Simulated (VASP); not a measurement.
Crystal: Ta.

```
Ta
1.0
     2.94513    0.00000    0.00000
    -1.47256    2.55056    0.00000
     0.00000    0.00000    4.80940
Ta
2
Direct
  0.33333 0.66667 0.25000
  0.66667 0.33333 0.75000
```

This isn't the form of Ta at room conditions, which is bcc.

* Program: VASP 6.6.1
* Task: relaxation of cell and atoms
* Functional: PBEsol
* Potentials or basis: VASP PAW PBE potentials, release 64 (Ta_pv)
* Cutoff: 600 eV
* k mesh: 12 × 12 × 7
* Occupations: fermi-dirac, width 0.1 eV
* Spin: no spin polarisation

At the start: pressure 0.7 GPa; volume 18.06 Å³/atom.

Q: How do energy, volume and symmetry change on relaxing?

A: Over 7 steps the energy falls by 47.7 meV/atom and the volume is 18.13 Å³/atom (+0.4 %); space group P6_3/mmc (No. 194, to 0.1 Å) before and after.

Step by step:
```
step  energy change (eV)  largest force (eV/Å)  pressure (GPa)  volume (Å³)
   1              0.0000                0.0000            0.72        36.13
   2             -0.0855                0.0000           -1.46        36.50
   3             -0.0932                0.0000           -1.93        36.61
   4             -0.0808                0.0000            5.02        35.43
   5             -0.0955                0.0000           -0.08        36.28
   6             -0.0955                0.0000           -0.05        36.27
   7             -0.0955                0.0000            0.04        36.25
```

Final structure:
```
Ta
1.0
     2.86423    0.00000    0.00000
    -1.43211    2.48050    0.00000
     0.00000    0.00000    5.10287
Ta
2
Direct
  0.33333 0.66667 0.25000
  0.66667 0.33333 0.75000
```

Caveat: the PAW data sets were made with another functional, which shifts forces and pressure a little.
